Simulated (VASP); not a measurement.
TiO2: single point with r2SCAN

TiO2:

```
Ti O
1.0
     2.70603   -2.70666    0.00000
     2.70603    2.70666    0.00000
    -2.63353    0.00000    4.79664
Ti O
2 4
Direct
  0.13411 0.86589 0.25000
  0.86589 0.13411 0.75000
  0.33122 0.08876 0.66715
  0.66878 0.91124 0.33285
  0.91124 0.66878 0.83285
  0.08876 0.33122 0.16715
```

| Property | Result |
| --- | --- |
| Program | VASP 6.6.1 |
| Task | single point |
| Functional | r2SCAN |
| Potentials or basis | VASP PAW PBE potentials, release 64 (Ti_sv, O_h) |
| Cutoff | 910 eV |
| k mesh | 4 × 4 × 2 |
| Occupations | gaussian, width 0.02 eV |
| Spin | no spin polarisation |

```json
{
 "Pressure": "-5.5 GPa",
 "Largest force": "0.192 eV/Å",
 "Band gap on the k mesh": "2.47 eV (least direct gap 2.92 eV)"
}
```

Forces in eV/Å, atoms in the order of the input:
```
Ti   0.000  0.070  0.000
Ti   0.000 -0.070  0.000
O    0.007 -0.044 -0.186
O   -0.007  0.044  0.186
O   -0.007 -0.044  0.186
O    0.007  0.044 -0.186
```

Stress tensor (GPa, compression positive):
```
-5.50  0.00 -0.31
 0.00 -5.55  0.00
-0.31  0.00 -5.51
```

Levels at points of the mesh, in eV from the valence-band top:
```
           k point  band 21  band 22  band 23  band 24  band 25  band 26  band 27  band 28
(0.00, 0.00, 0.00)    -0.78    -0.75    -0.46    -0.45     2.47     3.18     4.22     4.23
(0.50, 0.00, 0.00)    -1.86    -0.92    -0.90    -0.65     3.61     3.76     3.76     4.01
(0.50, 0.50, 0.00)    -2.19    -1.89    -0.02     0.00     3.62     3.66     3.90     4.24
(0.00, 0.00, 0.50)    -1.28    -1.28    -0.14    -0.14     2.81     2.81     4.05     4.05
(0.50, 0.00, 0.50)    -1.89    -0.91    -0.90    -0.65     3.47     3.84     3.88     3.89
(0.50, 0.50, 0.50)    -2.04    -2.04    -0.02    -0.02     3.64     3.64     4.08     4.08
```

It took 3.7 min on 1 thread of Intel(R) Xeon(R) 6975P-C (Granite Rapids), with other jobs on the host, peak memory 0.34 GiB.

Caveat: the k points lie up to 0.64 Å⁻¹ apart; the cutoff is under 1.25 times the usual one of these potentials, so pressure, stress and relaxed cells hold a basis-set (Pulay) error; the PAW data sets were made with another functional, which shifts forces and pressure a little. A k mesh can miss the band edges.
